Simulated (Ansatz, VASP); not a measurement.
One calculation of Ge, two programs

File INCAR:

```
SYSTEM = Ge
ALGO = Normal ; DIPOL = 0.5 0.5 0.377
EDIFF = 1E-6 ; ENCUT = 520
GGA = PE ; IDIPOL = 3
ISIF = 2 ; ISMEAR = 0
IVDW = 12 ; LASPH = .TRUE.
LCHARG = .FALSE. ; LDIPOL = .TRUE.
LREAL = .FALSE. ; LWAVE = .FALSE.
NBANDS = 36 ; NELM = 80
PREC = Accurate ; SIGMA = 0.1
```

KPOINTS

```
k-points
0
G
  9 9 1
  0 0 0
```

The input POSCAR:

```
Ge
1.0
    4.0226895311      0.0000000000      0.0000000000
   -2.0113447656      3.4837513255      0.0000000000
    0.0000000000      0.0000000000     18.8685220517
Ge
4
Direct
    0.3333333333      0.6666666667      0.2747571332
    0.6666666667      0.3333333333      0.2384924472
    0.6666666667      0.7777777778      0.5150653573
    0.3333333333      1.1111111111      0.4788006714
```

Input for Ansatz:

```yaml
crystal:
  lattice:
    - [4.0226895311, 0.0, 0.0]
    - [-2.0113447656, 3.4837513255, 0.0]
    - [0.0, 0.0, 18.8685220517]
  atoms:
    - { symbol: Ge, position: [0.3333333333, 0.6666666667, 0.2747571332] }
    - { symbol: Ge, position: [0.6666666667, 0.3333333333, 0.2384924472] }
    - { symbol: Ge, position: [0.6666666667, 0.7777777778, 0.5150653573] }
    - { symbol: Ge, position: [0.3333333333, 1.1111111111, 0.4788006714] }
basis:
  ecutwfc: 420
kpoints:
  mp_grid: { grid: [9, 9, 1] }
hamiltonian:
  xc: pbe
  pseudopotentials: { kind: paw, azcp: { folder: soft_1 } }
  dispersion: d3bj
scf:
  occupations: { method: gaussian, width: 0.1 }
output:
  forces: true
  eigenvalues: true
efield:
  axis: 3
  dipole_correction: true
  ramp_width: 0.04
```

Alike in both runs: task single point; functional PBE; dispersion D3(BJ); k mesh 9 × 9 × 1; occupations gaussian, width 0.1 eV; no spin polarisation.

```csv
,VASP,Ansatz
version,VASP 6.6.1,Ansatz 0.2.0
potentials or method,"VASP PAW PBE potentials, release 64 (Ge_d), cutoff 520 eV","scalar-relativistic, plane waves, PAW"
valence electrons in the cell,56,56
```

|  | VASP | Ansatz | Ansatz less VASP |
| --- | --- | --- | --- |
| gap on the k mesh at the Fermi level (eV) | 0.25 | 0.25 | 0.000 |
| least direct gap on the mesh (eV) | 0.25 | 0.25 | 0.000 |
| rms of the force components (eV/Å) | 0.071 | 0.071 | +0.0004 |

Atom by atom the forces differ by 0.001 eV/Å (rms over components).
